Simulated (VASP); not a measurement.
# LiSb3 (Pm-3m) in VASP: further runs, part 2 of 2

VASP 6.6.1. Earlier steps stand in the parts before.

### 4 Relaxation of cell and atoms, PBE

Contents of INCAR:

```
SYSTEM = LiSb3
ALGO = Normal
EDIFF = 1E-6
EDIFFG = -0.01
ENCUT = 600
GGA = PE
IBRION = 2
ISIF = 3
ISMEAR = 0
LASPH = .True.
LCHARG = .False.
LREAL = .False.
LWAVE = .False.
NELM = 60
NSW = 100
PREC = Accurate
SIGMA = 0.1
```

Contents of KPOINTS:

```
k-points
0
Gamma
  10 10 10
  0 0 0
```

Contents of POSCAR:

```
LiSb3
1.0
    4.6810210000      0.0000000000      0.0000000000
    0.0000000000      4.6810210000      0.0000000000
    0.0000000000      0.0000000000      4.6810210000
Li Sb
1 3
Direct
    0.0000000000      0.0000000000      0.0000000000
    0.5000000000      0.0000000000      0.5000000000
    0.0000000000      0.5000000000      0.5000000000
    0.5000000000      0.5000000000      0.0000000000
```

Potentials or basis: VASP PAW PBE potentials, release 64 (Li_sv, Sb).

The run is started by

```sh
> cat potpaw_PBE.64/Li_sv/POTCAR potpaw_PBE.64/Sb/POTCAR > POTCAR
> mpirun -np 1 vasp_std > vasp.out
```

OUTCAR:

```text
SYSTEM = LiSb3
   EDIFF = 1E-6
   EDIFFG = -0.01
   ENCUT = 600
   GGA = PE
   IBRION = 2
   ISIF = 3
   ISMEAR = 0
   LASPH = .True.
   LREAL = .False.
   NELM = 60
   NSW = 100
   PREC = Accurate

 ion  position               nearest neighbor table
   1  0.000  0.000  0.000-
   2  0.500  0.000  0.500-   3 3.31   4 3.31   4 3.31   3 3.31   4 3.31   4 3.31   3 3.31   3 3.31

   3  0.000  0.500  0.500-   2 3.31   4 3.31   4 3.31   2 3.31   2 3.31   4 3.31   4 3.31   2 3.31

   4  0.500  0.500  0.000-   2 3.31   3 3.31   2 3.31   3 3.31   2 3.31   2 3.31   3 3.31   3 3.31

  LATTYP: Found a simple cubic cell.
 ALAT       =     4.6810210000

  Lattice vectors:

 A1 = (   4.6810210000,   0.0000000000,   0.0000000000)
 A2 = (   0.0000000000,   4.6810210000,   0.0000000000)
 A3 = (   0.0000000000,   0.0000000000,   4.6810210000)

Analysis of symmetry for initial positions (statically):
=====================================================================
 Subroutine PRICEL returns:
 Original cell was already a primitive cell.

 Routine SETGRP: Setting up the symmetry group for a
 simple cubic supercell.

 Subroutine GETGRP returns: Found 48 space group operations
 (whereof 48 operations were pure point group operations)
 out of a pool of 48 trial point group operations.

The static configuration has the point symmetry O_h .

Analysis of symmetry for dynamics (positions and initial velocities):
=====================================================================
 Subroutine PRICEL returns:
 Original cell was already a primitive cell.

 Routine SETGRP: Setting up the symmetry group for a
 simple cubic supercell.

 Subroutine GETGRP returns: Found 48 space group operations
 (whereof 48 operations were pure point group operations)
 out of a pool of 48 trial point group operations.

The dynamic configuration has the point symmetry O_h .

 Subroutine INISYM returns: Found 48 space group operations
 (whereof 48 operations are pure point group operations),
 and found     1 'primitive' translations

----------------------------------------------------------------------------------------

                                     Primitive cell

  volume of cell :     102.5703

  direct lattice vectors                    reciprocal lattice vectors
     4.681021000  0.000000000  0.000000000     0.213628608  0.000000000  0.000000000
     0.000000000  4.681021000  0.000000000     0.000000000  0.213628608  0.000000000
     0.000000000  0.000000000  4.681021000     0.000000000  0.000000000  0.213628608

  length of vectors
     4.681021000  4.681021000  4.681021000     0.213628608  0.213628608  0.213628608

  position of ions in fractional coordinates (direct lattice)
     0.000000000  0.000000000  0.000000000
     0.500000000  0.000000000  0.500000000
     0.000000000  0.500000000  0.500000000
     0.500000000  0.500000000  0.000000000

  ion indices of the primitive-cell ions
[... 118 lines left out ...]

 number of electron      18.0000007 magnetization

 Free energy of the ion-electron system (eV)
  ---------------------------------------------------
  ext. energy  EPLUGINS =         0.00000000
  ---------------------------------------------------
  free energy    TOTEN  =       -14.50241195 eV

  energy without entropy =      -14.48968084  energy(sigma->0) =      -14.49604639

------------------------ aborting loop because EDIFF is reached ----------------------------------------

  FORCE on cell =-STRESS in cart. coord.  units (eV):
  Direction    XX          YY          ZZ          XY          YZ          ZX
  --------------------------------------------------------------------------------------
  -------------------------------------------------------------------------------------
  Total        0.0437995      0.0437995      0.0437995     -0.0000000     -0.0000000     -0.0000000
  in kB        0.6841601      0.6841601      0.6841601     -0.0000000     -0.0000000     -0.0000000
  external PRESSURE =       0.6841601 kB  Pullay stress =       0.0000000 kB

 VOLUME and BASIS-vectors are now :
 -----------------------------------------------------------------------------
  energy-cutoff  :      600.00
  volume of cell :      102.57
      direct lattice vectors                 reciprocal lattice vectors
     4.681021000  0.000000000  0.000000000     0.213628608  0.000000000  0.000000000
     0.000000000  4.681021000  0.000000000     0.000000000  0.213628608  0.000000000
     0.000000000  0.000000000  4.681021000     0.000000000  0.000000000  0.213628608

 POSITION                                       TOTAL-FORCE (eV/Angst)
 -----------------------------------------------------------------------------------
      0.00000      0.00000      0.00000         0.000000      0.000000      0.000000
      2.34051      0.00000      2.34051         0.000000      0.000000      0.000000
      0.00000      2.34051      2.34051         0.000000      0.000000      0.000000
      2.34051      2.34051      0.00000         0.000000      0.000000      0.000000
 -----------------------------------------------------------------------------------
    total drift:                                0.000000     -0.000000     -0.000000

  FREE ENERGIE OF THE ION-ELECTRON SYSTEM (eV)
  ---------------------------------------------------
  free  energy   TOTEN  =       -14.5024119492 eV

  energy  without entropy=      -14.4896808380  energy(sigma->0) =      -14.49604639

--------------------------------------- Ionic step        2  -------------------------------------------

 number of electron      18.0000007 magnetization

 Free energy of the ion-electron system (eV)
  ---------------------------------------------------
  ext. energy  EPLUGINS =         0.00000000
  ---------------------------------------------------
  free energy    TOTEN  =       -14.50243864 eV

  energy without entropy =      -14.48972388  energy(sigma->0) =      -14.49608126

 E-fermi :   6.9005     XC(G=0):  -9.4893

 val. band max:        6.8707390160   @ k =   0.2000   0.2000   0.0000
 cond. band min:       6.9099103326   @ k =   0.2000   0.0000   0.0000
 fundamental gap:      0.0391713166
 Fermi energy:         6.9005415037

 k-point     1 :       0.0000    0.0000    0.0000
  band No.  band energies     occupation
      1     -40.6465      2.00000
      2      -5.3525      2.00000
      3      -0.3950      2.00000
      4      -0.3950      2.00000
      5       2.7134      2.00000
      6       2.7134      2.00000
      7       2.7134      2.00000
      8       7.7012      0.00000
      9       7.7060      0.00000
     10       7.7060      0.00000
     11       7.7060      0.00000
     12       9.5191      0.00000
     13       9.5191      0.00000
[... 354 lines left out ...]
  band No.  band energies     occupation
      1     -40.6465      2.00000
      2      -4.7191      2.00000
      3      -2.0669      2.00000
      4      -0.6085      2.00000
      5       2.8107      2.00000
      6       3.8148      2.00000
      7       4.7985      2.00000
      8       5.3912      2.00000
      9       5.9236      2.00000
     10       7.5363      0.00000
     11       7.7034      0.00000
     12       8.5550      0.00000
     13       9.3730      0.00000

 [... further k-points ...]
[... 5 lines left out ...]
  --------------------------------------------------------------------------------------
  -------------------------------------------------------------------------------------
  Total       -0.0035547     -0.0035547     -0.0035547     -0.0000000      0.0000000     -0.0000000
  in kB       -0.0554377     -0.0554377     -0.0554377     -0.0000000      0.0000000     -0.0000000
  external PRESSURE =      -0.0554377 kB  Pullay stress =       0.0000000 kB

 VOLUME and BASIS-vectors are now :
 -----------------------------------------------------------------------------
  energy-cutoff  :      600.00
  volume of cell :      102.73
      direct lattice vectors                 reciprocal lattice vectors
     4.683493753 -0.000000000 -0.000000000     0.213515818  0.000000000 -0.000000000
    -0.000000000  4.683493753  0.000000000     0.000000000  0.213515818  0.000000000
     0.000000000 -0.000000000  4.683493753     0.000000000 -0.000000000  0.213515818

 POSITION                                       TOTAL-FORCE (eV/Angst)
 -----------------------------------------------------------------------------------
      0.00000      0.00000      0.00000        -0.000000      0.000000      0.000000
      2.34175     -0.00000      2.34175        -0.000000     -0.000000      0.000000
      0.00000      2.34175      2.34175         0.000000     -0.000000      0.000000
      2.34175      2.34175      0.00000        -0.000000      0.000000      0.000000
 -----------------------------------------------------------------------------------
    total drift:                                0.000000     -0.000000     -0.000000

  FREE ENERGIE OF THE ION-ELECTRON SYSTEM (eV)
  ---------------------------------------------------
  free  energy   TOTEN  =       -14.5024386444 eV

  energy  without entropy=      -14.4897238792  energy(sigma->0) =      -14.49608126

 reached required accuracy - stopping structural energy minimisation
```

CONTCAR:

```text
LiSb3
   1.00000000000000
     4.6834937527476219   -0.0000000000000000   -0.0000000000000000
    -0.0000000000000000    4.6834937527476219    0.0000000000000000
     0.0000000000000000   -0.0000000000000000    4.6834937527476219
  Li              Sb
     1     3
Direct
     0.0000000000000000    0.0000000000000000    0.0000000000000000
     0.5000000000000000    0.0000000000000000    0.5000000000000000
     0.0000000000000000    0.5000000000000000    0.5000000000000000
     0.5000000000000000    0.5000000000000000    0.0000000000000000

  0.00000000E+00  0.00000000E+00  0.00000000E+00
  0.00000000E+00  0.00000000E+00  0.00000000E+00
  0.00000000E+00  0.00000000E+00  0.00000000E+00
  0.00000000E+00  0.00000000E+00  0.00000000E+00
```

Run time: 2.5 min. Hardware: 1 thread of Intel Xeon 8259CL, shared host; peak memory 0.3 GiB.

What came out:

```yaml
Free_energy: -14.5024 eV
Relaxed_volume: 25.68 Å³/atom
Relaxed_cell: a = 4.683 Å, b = 4.683 Å, c = 4.683 Å, α = 90.00°, β = 90.00°, γ = 90.00°
Space_group_after_relaxing_to_0.1_Å: Pm-3m (No. 221)
Energy_gained_by_relaxing: 0.0 meV/atom
Ionic_steps: 2
Pressure_after_relaxing: 0.0 GPa
Band_gap_on_the_k_mesh: zero (bands 9 and 10 overlap by 2.26 eV)
```

Final structure:
```
CELL_PARAMETERS angstrom
4.68349 0.00000 0.00000
0.00000 4.68349 0.00000
0.00000 0.00000 4.68349
ATOMIC_POSITIONS crystal
Li 0.00000 0.00000 0.00000
Sb 0.50000 0.00000 0.50000
Sb 0.00000 0.50000 0.50000
Sb 0.50000 0.50000 0.00000
```

Caveat: the cutoff is under 1.25 times the usual one of these potentials, so pressure, stress and relaxed cells hold a basis-set (Pulay) error; spin-orbit coupling is left out, which moves the levels of the heavy elements.

### 5 Overview

| task | cell | k mesh | cutoff (eV) | gap on the mesh (eV) |
| --- | --- | --- | --- | --- |
| single point | a = 4.681 Å, 4 atoms | 4 × 4 × 4 | 520 | none |
| single point | a = 4.685 Å, 4 atoms | 10 × 10 × 10 | 520 | none |
| relaxation of cell and atoms | relaxed from a = 4.681 Å, 4 atoms | 10 × 10 × 10 | 600 | none |

Alike in all rows: level PBE; potentials or basis VASP PAW PBE potentials, release 64 (Li_sv, Sb); no spin polarisation; smearing gaussian 0.1 eV.

Caveats: the cutoff is under 1.25 times the usual one of these potentials, so pressure, stress and relaxed cells hold a basis-set (Pulay) error; spin-orbit coupling is left out, which moves the levels of the heavy elements.

Total energies depend on the potentials used, so only differences within one code and one set of settings carry meaning.
